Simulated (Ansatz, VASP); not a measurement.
Two plane-wave programs on NiO2

Contents of POSCAR:

```
NiO2
1.0
    2.8142722664      0.0000000000      0.0000000000
   -1.4071361332      2.4372312759      0.0000000000
    0.0000000000      0.0000000000      4.4833094013
Ni O
1 2
Direct
    0.0000000000      0.0000000000      0.5000000000
    0.6666666667      0.3333333333      0.7038965371
    0.3333333333      0.6666666667      0.2961034629
```

INCAR.step1

```
PREC = Accurate
ENCUT = 520
ISMEAR = 0
SIGMA = 0.05
LREAL = F
LASPH = T
NELM = 80
NBANDS = 18
GGA = PE
ALGO = Normal
EDIFF = 1E-4
LWAVE = T
LCHARG = F
```

Contents of INCAR.step2:

```
PREC = Accurate
ENCUT = 520
EDIFF = 1E-6
ISMEAR = 0
SIGMA = 0.05
LREAL = F
LASPH = T
NELM = 80
ALGO = Normal
ISIF = 2
LWAVE = F
LCHARG = F
METAGGA = R2SCAN
LMIXTAU = T
NBANDS = 18
ISTART = 1
```

KPOINTS

```
regular mesh
0
Gamma
  12 12 8
```

Input for Ansatz:

```yaml
crystal:
  lattice:
    - [2.8142722664, 0.0, 0.0]
    - [-1.4071361332, 2.4372312759, 0.0]
    - [0.0, 0.0, 4.4833094013]
  atoms:
    - { symbol: Ni, position: [0.0, 0.0, 0.5] }
    - { symbol: O, position: [0.6666666667, 0.3333333333, 0.7038965371] }
    - { symbol: O, position: [0.3333333333, 0.6666666667, 0.2961034629] }
basis:
  ecutwfc: 500
kpoints:
  mp_grid: { grid: [12, 12, 8] }
hamiltonian:
  xc: r2scan
scf:
  occupations: { method: gaussian, width: 0.05 }
output:
  forces: true
  stress: true
  eigenvalues: true
```

Alike in both runs: task single point; functional r2SCAN; k mesh 12 × 12 × 8; occupations gaussian, width 0.05 eV; no spin polarisation.

|  | VASP | Ansatz |
| --- | --- | --- |
| version | VASP 6.6.1 | Ansatz 0.2.0 |
| potentials or method | VASP PAW PBE potentials, release 64 (Ni, O), cutoff 520 eV | scalar-relativistic, plane waves, PAW |
| valence electrons in the cell | 22 | 30 |

Ansatz gave:

* gap on the k mesh at the Fermi level (eV): 1.39
* least direct gap on the mesh (eV): 1.55
* pressure (GPa): -2.5
* traceless stress, the component that is largest in VASP (GPa): 4.44
* rms of the force components (eV/Å): 0.087

Task: What did VASP give for the same quantities?

Result: gap on the k mesh at the Fermi level (eV): 1.32; least direct gap on the mesh (eV): 1.46; pressure (GPa): -1.0; traceless stress, the component that is largest in VASP (GPa): 3.77; rms of the force components (eV/Å): 0.144.

VASP's potentials were made for PBE, not for r2SCAN. Atom by atom the forces differ by 0.056 eV/Å (rms over components). The functional is the same, so the differences come from potentials, cutoffs and numerics. VASP's potentials hold 22 valence electrons a cell and Ansatz's 30, so a difference there can come from the potentials and not from the codes.
